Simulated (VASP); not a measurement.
Fe:

```
Fe
1.0
     0.00000    2.51451    2.51451
     2.51451    0.00000    2.51451
     2.51451    2.51451    0.00000
Fe
2
Direct
  0.12500 0.12500 0.12500
  0.87500 0.87500 0.87500
```

- Program: VASP 6.6.1
- Task: relaxation of cell and atoms
- Functional: RPBE
- Potentials or basis: VASP PAW PBE potentials, release 64 (Fe)
- Cutoff: 600 eV
- k mesh: 11 × 11 × 11
- Occupations: fermi-dirac, width 0.1 eV
- Spin: no spin polarisation

At the start: pressure -9.0 GPa; volume 15.90 Å³/atom.

Where does the relaxation end?

Over 3 steps the energy falls by 35.8 meV/atom and the volume is 14.72 Å³/atom (-7.4 %); space group Fd-3m (No. 227, to 0.05 Å).

Step by step:
```csv
step,energy change (eV),largest force (eV/Å),pressure (GPa),volume (Å³)
1,0.0000,0.0000,-9.04,31.80
2,-0.0302,0.0000,8.78,27.84
3,-0.0716,0.0000,-0.04,29.45
```

Final structure:
```
CELL_PARAMETERS angstrom
0.00000 2.45099 2.45099
2.45099 0.00000 2.45099
2.45099 2.45099 0.00000
ATOMIC_POSITIONS crystal
Fe 0.12500 0.12500 0.12500
Fe 0.87500 0.87500 0.87500
```

Caveat: the PAW data sets were made with another functional, which shifts forces and pressure a little; the run has no spin polarisation, though such a crystal can be magnetic.
